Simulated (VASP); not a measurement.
# HC10 in VASP: notebook

The runs below take HC10 through single point, with PBE.

Program: VASP 6.6.1. These are calculated values, not measurements. Logs are shortened: lines on timing, memory, paths and dates and some standing lists are left out, and cuts for length are marked.

## 1. The cell of the first run

The cell holds a wire or tube with vacuum around it, 22 atoms: a = 8.544 Å, b = 8.872 Å, c = 22.779 Å, α = 90.00°, β = 90.00°, γ = 103.93°.

## 2. Single point, PBE

File INCAR:

```
SYSTEM = HC10
PREC     = Accurate       ! precision mode
ENCUT    = 520            ! plane-wave cutoff, eV
EDIFF    = 1E-6           ! SCF threshold, eV
ISMEAR   = 0              ! smearing method
SIGMA    = 0.1            ! smearing width, eV
LREAL    = Auto         
LASPH    = .TRUE.         ! aspherical terms in the spheres
NELM     = 100            ! most SCF steps
ALGO     = Normal         ! electronic algorithm
ISIF     = 2              ! what is computed and relaxed
LWAVE    = .FALSE.        ! write WAVECAR
LCHARG   = .FALSE.        ! write CHGCAR
LDIPOL   = .TRUE.       
IDIPOL   = 3            
DIPOL    = 0.5 0.5 0.302
GGA      = PE             ! functional
NBANDS   = 58             ! bands
```

File KPOINTS:

```
Automatic mesh
0
G
  4 3 1
  0 0 0
```

File POSCAR:

```
HC10
1.0
    8.5436715410      0.0000000000      0.0000000000
   -2.1359178852      8.6110540228      0.0000000000
    0.0000000000      0.0000000000     22.7788015587
C H
20 2
Direct
    0.0782061927      0.9794914374      0.1756018634
    0.5782061927      0.9794914374      0.1756018634
    0.4115395260      0.9794914374      0.1756018634
    0.9115395260      0.9794914374      0.1756018634
    0.3230790520      0.9589828748      0.2291807119
    0.8230790520      0.9589828748      0.2291807119
    0.1564123854      0.9589828748      0.2291807119
    0.6564123854      0.9589828748      0.2291807119
    0.0669021191      0.9383827998      0.2826780623
    0.5669021191      0.9383827998      0.2826780623
    0.4022889535      0.9383826011      0.2826780666
    0.9022889535      0.9383826011      0.2826780666
    0.3111130358      0.9176686260      0.3364248459
    0.8111130358      0.9176686260      0.3364248459
    0.1477209834      0.9176686383      0.3364247639
    0.6477209834      0.9176686383      0.3364247639
    0.0473696299      0.8987954532      0.3853929922
    0.5473696299      0.8987954532      0.3853929922
    0.4020260968      0.8987947219      0.3853934781
    0.9020260968      0.8987947219      0.3853934781
    0.2399151377      0.2321282990      0.4995342034
    0.3276994113      0.2321282990      0.4995342034
```

Potentials or basis: VASP PAW PBE potentials, release 64 (C, H).

The run is started by

```
$ cat potpaw_PBE.64/C/POTCAR potpaw_PBE.64/H/POTCAR > POTCAR
$ mpirun -np 1 vasp_std > vasp.out
```

OUTCAR:

```text
SYSTEM = HC10
   PREC = Accurate
   ENCUT = 520
   EDIFF = 1E-6
   ISMEAR = 0
   LREAL = Auto
   LASPH = .TRUE.
   NELM = 100
   ISIF = 2
   GGA = PE

 ion  position               nearest neighbor table
   1  0.078  0.979  0.176-   7 1.42   4 1.42
   2  0.578  0.979  0.176-   8 1.42   3 1.42
   3  0.412  0.979  0.176-   5 1.42   2 1.42
   4  0.912  0.979  0.176-   6 1.42   1 1.42
   5  0.323  0.959  0.229-   7 1.42   3 1.42  11 1.43
   6  0.823  0.959  0.229-   8 1.42   4 1.42  12 1.43
   7  0.156  0.959  0.229-   5 1.42   1 1.42   9 1.43
   8  0.656  0.959  0.229-   6 1.42   2 1.42  10 1.43
   9  0.067  0.938  0.283-  12 1.41   7 1.43  15 1.44
  10  0.567  0.938  0.283-  11 1.41   8 1.43  16 1.44
  11  0.402  0.938  0.283-  10 1.41   5 1.43  13 1.44
  12  0.902  0.938  0.283-   9 1.41   6 1.43  14 1.44
  13  0.311  0.918  0.336-  19 1.39  15 1.40  11 1.44
  14  0.811  0.918  0.336-  20 1.39  16 1.40  12 1.44
  15  0.148  0.918  0.336-  17 1.39  13 1.40   9 1.44
  16  0.648  0.918  0.336-  18 1.39  14 1.40  10 1.44
  17  0.047  0.899  0.385-  20 1.24  15 1.39
  18  0.547  0.899  0.385-  19 1.24  16 1.39
  19  0.402  0.899  0.385-  18 1.24  13 1.39
  20  0.902  0.899  0.385-  17 1.24  14 1.39
  21  0.240  0.232  0.500-  22 0.75
  22  0.328  0.232  0.500-  21 0.75

  LATTYP: Found a simple monoclinic cell.
 ALAT       =     8.5436715410
 B/A-ratio  =     2.6661607307
 C/A-ratio  =     1.0384295168
 COS(beta)  =    -0.2407481644

  Lattice vectors:

 A1 = (   8.5436715410,   0.0000000000,   0.0000000000)
 A2 = (   0.0000000000,   0.0000000000, -22.7788015587)
 A3 = (  -2.1359178852,   8.6110540228,   0.0000000000)

Analysis of symmetry for initial positions (statically):
=====================================================================
 Subroutine PRICEL returns:
 Original cell was already a primitive cell.

 Routine SETGRP: Setting up the symmetry group for a
 simple monoclinic supercell.

 Subroutine GETGRP returns: Found  1 space group operations
 (whereof  1 operations were pure point group operations)
 out of a pool of  4 trial point group operations.

The static configuration has the point symmetry C_1 .

Analysis of symmetry for dynamics (positions and initial velocities):
=====================================================================
 Subroutine PRICEL returns:
 Original cell was already a primitive cell.

 Routine SETGRP: Setting up the symmetry group for a
 simple monoclinic supercell.

 Subroutine GETGRP returns: Found  1 space group operations
 (whereof  1 operations were pure point group operations)
 out of a pool of  4 trial point group operations.

The dynamic configuration has the point symmetry C_1 .

 Subroutine INISYM returns: Found  1 space group operations
 (whereof  1 operations are pure point group operations),
 and found     1 'primitive' translations

----------------------------------------------------------------------------------------

                                     Primitive cell

  volume of cell :    1675.8368

  direct lattice vectors                    reciprocal lattice vectors
     8.543671541  0.000000000  0.000000000     0.117045698  0.029032451  0.000000000
    -2.135917885  8.611054023  0.000000000     0.000000000  0.116129802  0.000000000
     0.000000000  0.000000000 22.778801559     0.000000000  0.000000000  0.043900466

  length of vectors
     8.543671541  8.872000710 22.778801559     0.120592614  0.116129802  0.043900466

  position of ions in fractional coordinates (direct lattice)
     0.078206193  0.979491437  0.175601863
     0.578206193  0.979491437  0.175601863
     0.411539526  0.979491437  0.175601863
     0.911539526  0.979491437  0.175601863
     0.323079052  0.958982875  0.229180712
     0.823079052  0.958982875  0.229180712
[... 14 lines left out ...]
     0.239915138  0.232128299  0.499534203
     0.327699411  0.232128299  0.499534203

  ion indices of the primitive-cell ions
   primitive index   ion index
                 1           1
                 2           2
                 3           3
                 4           4
                 5           5
                 6           6
[... 14 lines left out ...]
                21          21
                22          22

----------------------------------------------------------------------------------------

 KPOINTS: Automatic mesh

Automatic generation of k-mesh.
 Grid dimensions read from file:
 generate k-points for:    4    3    1

 Generating k-lattice:

  Cartesian coordinates                     Fractional coordinates (reciprocal lattice)
     0.029261425  0.007258113  0.000000000     0.250000000 -0.000000000  0.000000000
     0.000000000  0.038709934  0.000000000     0.000000000  0.333333333  0.000000000
     0.000000000  0.000000000  0.043900466     0.000000000  0.000000000  1.000000000

  Length of vectors
     0.030148154  0.038709934  0.043900466

  Shift w.r.t. Gamma in fractional coordinates (k-lattice)
     0.000000000  0.000000000  0.000000000

 Subroutine IBZKPT returns following result:
 ===========================================

 Found      7 irreducible k-points:

 Following reciprocal coordinates:
            Coordinates               Weight
  0.000000  0.000000  0.000000      1.000000
  0.250000  0.000000  0.000000      2.000000
  0.500000  0.000000  0.000000      1.000000
  0.000000  0.333333  0.000000      2.000000
  0.250000  0.333333  0.000000      2.000000
  0.500000  0.333333  0.000000      2.000000
 -0.250000  0.333333  0.000000      2.000000
   k-points           NKPTS =      7   k-points in BZ     NKDIM =      7   number of bands    NBANDS=     58
   number of dos      NEDOS =    301   number of ions     NIONS =     22
   total plane-waves  NPLWV = 806400
   dimension x,y,z NGX =    64 NGY =   70 NGZ =  180
   dimension x,y,z NGXF=   128 NGYF=  140 NGZF=  360
   ions per type =              20   2
   NGX,Y,Z   is equivalent  to a cutoff of  12.45, 13.12, 13.14 a.u.
   NGXF,Y,Z  is equivalent  to a cutoff of  24.91, 26.23, 26.27 a.u.
 SYSTEM =  HC10
   PREC   = accura    normal or accurate (medium, high low for compatibility)
   ISTART =      0    job   : 0-new  1-cont  2-samecut
   ICHARG =      2    charge: 1-file 2-atom 10-const
   ISPIN  =      1    spin polarized calculation?
   LNONCOLLINEAR =      F non collinear calculations
   LSORBIT =      F    spin-orbit coupling
   LASPH  =      T    aspherical Exc in radial PAW
   ENCUT  =  520.0 eV  38.22 Ry    6.18 a.u.  15.89 16.50 42.35*2*pi/ulx,y,z
   NELM   =    100;   NELMIN=  2; NELMDL= -5     # of ELM steps
   EDIFF  = 0.1E-05   stopping-criterion for ELM
   LREAL  =      T    real-space projection
   EDIFFG = 0.1E-04   stopping-criterion for IOM
   NSW    =      0    number of steps for IOM
   IBRION =     -1    ionic relax: 0-MD 1-quasi-New 2-CG
   NFREE  =      0    steps in history (QN), initial steepest desc. (CG)
   ISIF   =      2    stress and relaxation
   ISYM   =      2    0-nonsym 1-usesym 2-fastsym
   POTIM  = 0.5000    time-step for ionic-motion
   TEBEG  =    0.0;   TEEND  =   0.0 temperature during run
   PSTRESS=    0.0 pullay stress
   NELECT =      82.0000    total number of electrons
   NUPDOWN=      -1.0000    fix difference up-down
   EMIN   =  10.00;   EMAX   =-10.00  energy-range for DOS
   EFERMI =   0.00;   METHOD = LEGACY
   ISMEAR =     0;   SIGMA  =   0.10  broadening in eV -4-tet -1-fermi 0-gaus
   EFERMI_NEDOS =   21; number of points for ismear=-14 and -15
   IALGO  =     38    algorithm
   IMIX   =      4    mixing-type and parameters
     AMIX     =   0.40;   BMIX     =  1.00
     AMIX_MAG =   1.60;   BMIX_MAG =  1.00
  volume/ion in A,a.u.               =      76.17       514.05
  Fermi-wavevector in a.u.,A,eV,Ry     =   0.598782  1.131534  4.878234  0.358540
  Thomas-Fermi vector in A             =   1.650017
   LORBIT       =      0    0 simple, 1 ext, 2 COOP (PROOUT), +10 PAW based schemes
   GGA     = PE    functional components
   LHFCALC =     F    Hartree Fock is set to
   AEXX    =    0.0000 exact exchange contribution
   IVDW    =     0    specifies the selected vdW correction
   LEPSILON=     F    determine dielectric tensor
   LRPA    =     F    only Hartree local field effects (RPA)
 non-spin polarized calculation
 Gauss-broadening in eV      SIGMA  =   0.10
  energy-cutoff  :      520.00
  volume of cell :     1675.84
 maximum number of plane-waves:     45188
   NGX = 31   NGY = 33   NGZ = 85

 dipolmoment           0.000000      0.000000      0.035439 electrons x Angstroem

 number of electron      82.0000000 magnetization

 dipolmoment           0.000000      0.000000     -0.270878 electrons x Angstroem

 Free energy of the ion-electron system (eV)
  ---------------------------------------------------
  ext. energy  EPLUGINS =         0.00000000
  ---------------------------------------------------
  free energy    TOTEN  =      -172.11616717 eV

  energy without entropy =     -172.10888789  energy(sigma->0) =     -172.11252753

 E-fermi :  -4.7001     XC(G=0):  -1.9109

 val. band max:       -4.8211310994   @ k =   0.0000   0.0000   0.0000
 cond. band min:      -4.5586081121   @ k =  -0.2500   0.3333   0.0000
 fundamental gap:      0.2625229873
 Fermi energy:        -4.7001462631

 k-point     1 :       0.0000    0.0000    0.0000
  band No.  band energies     occupation
      1     -23.1481      2.00000
      2     -21.8569      2.00000
      3     -21.5863      2.00000
      4     -21.3338      2.00000
      5     -20.1568      2.00000
      6     -19.7356      2.00000
[... 45 lines left out ...]
     52       0.5119      0.00000
     53       0.7094      0.00000

 k-point     2 :       0.2500    0.0000    0.0000
  band No.  band energies     occupation
      1     -23.0584      2.00000
      2     -22.3508      2.00000
      3     -21.2501      2.00000
      4     -20.9634      2.00000
      5     -20.5208      2.00000
      6     -19.2043      2.00000
[... 272 lines left out ...]
 k-point     7 :      -0.2500    0.3333    0.0000
  band No.  band energies     occupation
      1     -23.0584      2.00000
      2     -22.3508      2.00000
      3     -21.2501      2.00000
      4     -20.9633      2.00000
      5     -20.5208      2.00000
      6     -19.2043      2.00000
[... 45 lines left out ...]
     52       0.6689      0.00000
     53       0.8132      0.00000
 [bands above 53 left out]

------------------------ aborting loop because EDIFF is reached ----------------------------------------

 vacuum level on the upper side and lower side of the slab       (xc-potential included)        -0.367         0.288

  FORCE on cell =-STRESS in cart. coord.  units (eV):
  Direction    XX          YY          ZZ          XY          YZ          ZX
  --------------------------------------------------------------------------------------
  -------------------------------------------------------------------------------------
  Total       -2.6292297     -0.2471206     -5.0915533     -0.0000555      0.6945415      0.0136367
  in kB       -2.5136649     -0.2362587     -4.8677599     -0.0000531      0.6640138      0.0130373
  external PRESSURE =      -2.5392278 kB  Pullay stress =       0.0000000 kB

 VOLUME and BASIS-vectors are now :
 -----------------------------------------------------------------------------
  energy-cutoff  :      520.00
  volume of cell :     1675.84
      direct lattice vectors                 reciprocal lattice vectors
     8.543671541  0.000000000  0.000000000     0.117045698  0.029032451  0.000000000
    -2.135917885  8.611054023  0.000000000     0.000000000  0.116129802  0.000000000
     0.000000000  0.000000000 22.778801559     0.000000000  0.000000000  0.043900466

 POSITION                                       TOTAL-FORCE (eV/Angst)
 -----------------------------------------------------------------------------------
     -1.42395      8.43445      4.00000        -6.818742     -0.158611      1.122162
      2.84789      8.43445      4.00000        -6.818694     -0.159113      1.122042
      1.42395      8.43445      4.00000         6.817969     -0.160642      1.123029
      5.69578      8.43445      4.00000         6.817989     -0.161111      1.122899
      0.71197      8.25785      5.22046        -0.450038      0.165415     -1.157837
      4.98381      8.25785      5.22046        -0.449603      0.165770     -1.157919
[... 14 lines left out ...]
      1.55395      1.99887     11.37879        -0.002017     -0.002833     -0.004919
      2.30395      1.99887     11.37879         0.004932     -0.002018     -0.004143
 -----------------------------------------------------------------------------------
    total drift:                               -0.025724     -0.001178      0.048279

  FREE ENERGIE OF THE ION-ELECTRON SYSTEM (eV)
  ---------------------------------------------------
  free  energy   TOTEN  =      -172.1161671675 eV

  energy  without entropy=     -172.1088878857  energy(sigma->0) =     -172.11252753

 vacuum level on the upper side and lower side of the slab         0.759         1.427
```

Wall time 25 min (1 thread of Intel Xeon Platinum 8559C (Emerald Rapids), shared host); peak memory 1.6 GiB.

What came out:

```yaml
Free_energy: -172.1162 eV
Largest_force: 6.912 eV/Å
Band_gap_on_the_k_mesh: 0.26 eV (least direct gap 0.36 eV)
```

Forces on the atoms (eV/Å):
```
C   -6.819 -0.159  1.122
C   -6.819 -0.159  1.122
C    6.818 -0.161  1.123
C    6.818 -0.161  1.123
C   -0.450  0.165 -1.158
C   -0.450  0.166 -1.158
C    0.456  0.164 -1.159
C    0.455  0.165 -1.159
C   -0.013  0.002 -0.013
C   -0.012  0.002 -0.014
C    0.020  0.006 -0.015
C    0.019  0.007 -0.016
C   -0.092 -0.007  0.018
C   -0.088 -0.008  0.015
C    0.082 -0.001  0.017
C    0.079 -0.002  0.014
C   -0.014 -0.002  0.030
C   -0.012 -0.003  0.037
C    0.009 -0.005  0.035
C    0.008 -0.006  0.042
H   -0.002 -0.003 -0.005
H    0.005 -0.002 -0.004
```

Levels at points of the mesh, in eV from the valence-band top:
```
           k point  band 39  band 40  band 41  band 42  band 43  band 44
(0.00, 0.00, 0.00)    -0.83    -0.73     0.00     0.66     1.06     1.20
(0.50, 0.00, 0.00)    -1.02    -1.00    -1.00     0.75     0.75     1.69
```

## 3. Single point, PBE

File INCAR:

```
  PREC = Accurate
  ENCUT = 520
  EDIFF = 1E-7
  ISMEAR = 0
  SIGMA = 0.1
  LREAL = Auto
  LASPH = T
  NELM = 100
  ALGO = Normal
  ISIF = 2
  LWAVE = F
  LCHARG = F
  LDIPOL = T
  IDIPOL = 3
  DIPOL = 0.5 0.5 0.297
  GGA = PE
  NBANDS = 58
```

File KPOINTS:

```
Automatic mesh
0
Gamma
  4 3 1
```

POSCAR: that of step 2 with these lines changed.

```diff
@@ -28,3 +28,3 @@
     0.9020260968      0.8987947219      0.3853934781
-    0.2399151377      0.2321282990      0.4995342034
-    0.3276994113      0.2321282990      0.4995342034
+    0.1963156151      0.2321282990      0.4472926491
+    0.3712989338      0.2321282990      0.4472926491
```

Potentials or basis: VASP PAW PBE potentials, release 64 (C, H).

The run is started by

```
$ cat potpaw_PBE.64/C/POTCAR potpaw_PBE.64/H/POTCAR > POTCAR
$ mpirun -np 1 vasp_std > vasp.out
```

Wall time 22 min (1 thread of Intel Xeon 6975P-C (Granite Rapids), shared host); peak memory 1.6 GiB.

The run converged. Its results:

```yaml
Free_energy: -169.2418 eV
Largest_force: 6.912 eV/Å
Band_gap_on_the_k_mesh: 0.26 eV (least direct gap 0.37 eV)
```

Forces on the atoms (eV/Å):
```
C   -6.818 -0.157  1.122
C   -6.818 -0.161  1.121
C    6.817 -0.160  1.123
C    6.817 -0.163  1.122
C   -0.452  0.165 -1.157
C   -0.448  0.167 -1.158
C    0.458  0.163 -1.158
C    0.454  0.165 -1.159
C   -0.011  0.003 -0.008
C   -0.013  0.005 -0.015
C    0.019  0.007 -0.013
C    0.017  0.009 -0.017
C   -0.114 -0.012  0.015
C   -0.081 -0.014  0.012
C    0.101 -0.008  0.017
C    0.073 -0.006  0.015
C   -0.009  0.008  0.015
C    0.007 -0.001  0.043
C    0.001  0.010  0.033
C   -0.013 -0.005  0.054
H    4.066 -0.011 -0.006
H   -4.055 -0.004 -0.003
```

Levels at points of the mesh, in eV from the valence-band top:
```tsv
k point	band 37	band 38	band 39	band 40	band 41	band 42	band 43	band 44	band 45	band 46
(0.00, 0.00, 0.00)	-1.41	-1.10	-0.83	-0.73	0.00	0.65	1.06	1.20	1.34	2.10
(0.50, 0.00, 0.00)	-1.75	-1.02	-1.02	-1.01	-1.00	0.75	0.75	1.68	1.70	2.20
```

(Part 1 of 3 ends here.)
